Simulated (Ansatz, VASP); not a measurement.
Ca: VASP beside Ansatz

INCAR

```
SYSTEM = Ca
  PREC = Accurate
  ENCUT = 520
  EDIFF = 1E-7
  ISMEAR = -1
  SIGMA = 0.05
  LREAL = .FALSE.
  LASPH = .TRUE.
  NELM = 100
  ALGO = Normal
  ISIF = 2
  LWAVE = .FALSE.
  LCHARG = .TRUE.
  GGA = PS
  LELF = .TRUE.
  LVHAR = .TRUE.
  NBANDS = 17
```

The input KPOINTS:

```
Automatic mesh
0
G
  6 6 3
  0 0 0
```

The input POSCAR:

```
Ca
1.0
    1.9712759950     -3.3954901800      0.0000000000
    1.9712759950      3.3954901800      0.0000000000
    0.0000000000      0.0000000000      6.5091117400
Ca
2
Direct
    0.8355866000      0.1644134000      0.2500000000
    0.1644134000      0.8355866000      0.7500000000
```

Input for Ansatz:

```yaml
crystal:
  lattice:
    - [1.971275995, -3.39549018, 0.0]
    - [1.971275995, 3.39549018, 0.0]
    - [0.0, 0.0, 6.50911174]
  atoms:
    - { symbol: Ca, position: [0.8355866, 0.1644134, 0.25] }
    - { symbol: Ca, position: [0.1644134, 0.8355866, 0.75] }
kpoints:
  mp_grid: { grid: [6, 6, 3] }
scf:
  occupations: { method: fermi_dirac, width: 0.05 }
hamiltonian:
  xc: pbesol
  pseudopotentials: { kind: all_electron, lapw: { basis_error: 0.0005 } }
output:
  forces: true
  stress: true
  eigenvalues: true
```

Alike in both runs: task single point; functional PBEsol; k mesh 6 × 6 × 3; occupations fermi-dirac, width 0.05 eV; no spin polarisation.

|  | VASP | Ansatz |
| --- | --- | --- |
| version | VASP 6.6.1 | Ansatz 0.2.0 |
| potentials or method | VASP PAW PBE potentials, release 64 (Ca_sv), cutoff 520 eV | all-electron LAPW, scalar-relativistic |

```tsv
	VASP	Ansatz	Ansatz less VASP
pressure (GPa)	-1.0	-1.1	-0.01
traceless stress, the component that is largest in VASP (GPa)	0.33	0.33	-0.001
rms of the force components (eV/Å)	0.009	0.009	+0.0001
```

VASP's potentials were made for PBE, not for PBEsol. Atom by atom the forces differ by 0.000 eV/Å (rms over components). Ansatz ran all-electron here, and VASP with PAW potentials.
